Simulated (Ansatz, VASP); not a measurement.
# AlNi: VASP beside Ansatz

The input INCAR:

```
PREC     = Accurate       # precision mode
ENCUT    = 520            # plane-wave cutoff, eV
EDIFF    = 1E-7           # SCF threshold, eV
ISMEAR   = 0              # smearing method
SIGMA    = 0.15           # smearing width, eV
LREAL    = False          # projectors in reciprocal space
LASPH    = True           # aspherical terms in the spheres
NELM     = 80             # most SCF steps
ALGO     = Fast           # electronic algorithm
ISIF     = 2              # what is computed and relaxed
LWAVE    = False          # write WAVECAR
LCHARG   = False          # write CHGCAR
GGA      = PE             # functional
NBANDS   = 14             # bands
```

Contents of KPOINTS:

```
regular mesh
0
Gamma
  20 20 20
```

POSCAR

```
AlNi
1.0
    2.9654106162      0.0000000000      0.0000000000
    0.0000000000      2.9654106162      0.0000000000
    0.0000000000      0.0000000000      2.7484293516
Al Ni
1 1
Direct
    0.0000000000      0.0000000000      0.0000000000
    0.5000000000      0.5000000000      0.5000000000
```

Input for Ansatz:

```yaml
crystal:
  lattice:
    - [2.9654106162, 0.0, 0.0]
    - [0.0, 2.9654106162, 0.0]
    - [0.0, 0.0, 2.7484293516]
  atoms:
    - { symbol: Al, position: [0.0, 0.0, 0.0] }
    - { symbol: Ni, position: [0.5, 0.5, 0.5] }
basis:
  ecutwfc: 420
kpoints:
  mp_grid: { grid: [20, 20, 20] }
hamiltonian:
  xc: pbe
scf:
  occupations: { method: gaussian, width: 0.15 }
output:
  forces: true
  stress: true
  eigenvalues: true
```

Change from the starting cell: strain +0.025 along x and y, -0.050 along z, atoms carried along.

Alike in both runs: task single point; functional PBE; k mesh 20 × 20 × 20; occupations gaussian, width 0.15 eV; no spin polarisation.

|  | VASP | Ansatz |
| --- | --- | --- |
| version | VASP 6.6.1 | Ansatz 0.2.0 |
| potentials or method | VASP PAW PBE potentials, release 64 (Al, Ni), cutoff 520 eV | scalar-relativistic, plane waves, PAW |
| valence electrons in the cell | 13 | 21 |

```tsv
	VASP	Ansatz	Ansatz less VASP
gap on the k mesh at the Fermi level (eV)	none	none	-
pressure (GPa)	0.7	0.7	-0.03
traceless stress, the component that is largest in VASP (GPa)	4.75	4.66	-0.091
```

A gap of «none» marks a metal or a gap that the smearing closes. VASP's potentials hold 13 valence electrons a cell and Ansatz's 21, so a difference there can come from the potentials and not from the codes.
